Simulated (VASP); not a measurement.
## Fe: single point with PBE

Crystal: Fe.

```
Fe
1.0
    -2.88600    2.88600    2.88600
     2.88600   -2.88600    2.88600
     1.44300    1.44300   -1.44300
Fe
4
Cartesian
  0.0008 0.0047 -0.0227
  1.4507 -1.4482 1.4353
  -1.4259 1.4371 1.4561
  -0.0257 0.0064 2.9033
```

```yaml
Program: VASP 6.6.1
Task: single point
Functional: PBE
Potentials_or_basis: VASP PAW PBE potentials, release 64 (Fe)
Cutoff: 520 eV
k_mesh: 5 × 5 × 9
Occupations: fermi-dirac, width 0.08 eV
Spin: collinear spin, ferromagnetic start
Starting_moments: "[3.0, 3.0, 3.0, 3.0] μB"
Dipole_correction: no
Further_INCAR_settings: ALGO = Normal; EDIFF = 1e-06; NBANDS = 28
```

```json
{
  "Pressure": "-9.7 GPa",
  "Largest force": "0.357 eV/Å",
  "Net moment": "8.99 μB per cell",
  "Site moments": "Fe +2.26 μB",
  "Valence electrons inside the program's atomic spheres": "Fe 7.16"
}
```

Forces on the atoms (eV/Å):
```
Fe   0.055 -0.041  0.186
Fe  -0.119  0.190  0.130
Fe  -0.195  0.050 -0.172
Fe   0.259 -0.199 -0.143
```

Stress tensor (GPa, compression positive):
```
-9.62  0.15  0.07
 0.15 -9.69  0.06
 0.07  0.06 -9.72
```

Levels at points of the mesh, in eV from the Fermi level:
Spin up:
```
           k point  band 18  band 19  band 20  band 21  band 22  band 23  band 24  band 25
(0.00, 0.00, 0.00)    -0.91     0.27     0.28     0.29     0.57     0.58     0.59     6.88
```
Spin down:
| k point | band 8 | band 9 | band 10 | band 11 | band 12 | band 13 | band 14 | band 15 | band 16 | band 17 |
| --- | --- | --- | --- | --- | --- | --- | --- | --- | --- | --- |
| (0.00, 0.00, 0.00) | -0.22 | -0.21 | -0.20 | 0.63 | 0.64 | 0.64 | 1.57 | 1.58 | 1.58 | 1.72 |

Run time: 5.1 min on 1 thread of Intel(R) Xeon(R) Platinum 8259CL CPU @ 2.50GHz (Skylake/Cascade Lake), with other jobs on the host, peak memory 0.34 GiB.
